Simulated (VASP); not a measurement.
A run of VASP 6.6.1 is set up as follows.

The input POSCAR:

```
GdO
1.0
    2.8018137600      0.0000000000      0.0000000000
    0.0000000000      2.8018137600      0.0000000000
    0.0000000000      0.0000000000      2.8018137600
Gd O
1 1
Direct
    0.0000000000      0.0000000000      0.0000000000
    0.5000000000      0.5000000000      0.5000000000
```

INCAR.step1

```
SYSTEM = GdO
PREC = Accurate
ENCUT = 520
ISMEAR = -1
SIGMA = 0.05
LREAL = .FALSE.
LASPH = .TRUE.
NELM = 150
ISPIN = 2
MAGMOM = 7 0
LMAXMIX = 6
LDAU = .TRUE.
LDAUTYPE = 2
LDAUL = 3 -1
LDAUU = 1 0
LDAUJ = 0 0
NBANDS = 23
GGA = PE
ALGO = Normal
EDIFF = 1E-4
LWAVE = .TRUE.
LCHARG = .FALSE.
```

Contents of INCAR.step2:

```
SYSTEM = GdO
PREC = Accurate
ENCUT = 520
EDIFF = 1E-6
ISMEAR = -1
SIGMA = 0.05
LREAL = .FALSE.
LASPH = .TRUE.
NELM = 150
ALGO = Normal
ISIF = 2
LWAVE = .FALSE.
LCHARG = .FALSE.
ISPIN = 2
MAGMOM = 7 0
LORBIT = 11
LMAXMIX = 6
LDAU = .TRUE.
LDAUTYPE = 2
LDAUL = 3 -1
LDAUU = 1 0
LDAUJ = 0 0
LDAUPRINT = 1
METAGGA = R2SCAN
LMIXTAU = .TRUE.
NBANDS = 23
ISTART = 1
```

The input KPOINTS:

```
regular mesh
0
G
  9 9 9
  0 0 0
```

Potentials or basis: VASP PAW PBE potentials, release 64 (Gd, O).

The run is started by

```bash
$ cat potpaw_PBE.64/Gd/POTCAR potpaw_PBE.64/O/POTCAR > POTCAR
$ cp INCAR.step1 INCAR
$ mpirun -np 1 vasp_std > vasp.out
$ cp INCAR.step2 INCAR
$ mpirun -np 1 vasp_std > vasp.out
```

Question: Predict the pressure.

Answer: 50.9 GPa.

Question: What does it give for the site moments?

Answer: Gd +7.12; O -0.02 μB.

Question: Predict the net moment.

Answer: 7.55 μB per cell.

Eigenvalues of the final occupation matrices:
```tsv
site	spin	trace	eigenvalues
site 1 f	1	6.94	0.99 0.99 0.99 0.99 0.99 0.99 1.00
site 1 f	2	0.08	0.01 0.01 0.01 0.01 0.01 0.01 0.02
```

Caveat: the PAW data sets were made with another functional, which shifts forces and pressure a little; spin-orbit coupling is left out, which moves the levels of the heavy elements; a cell with one magnetic atom can't hold antiferromagnetic order, which such compounds often take. The state reached can hang on the start; a lower one may exist.
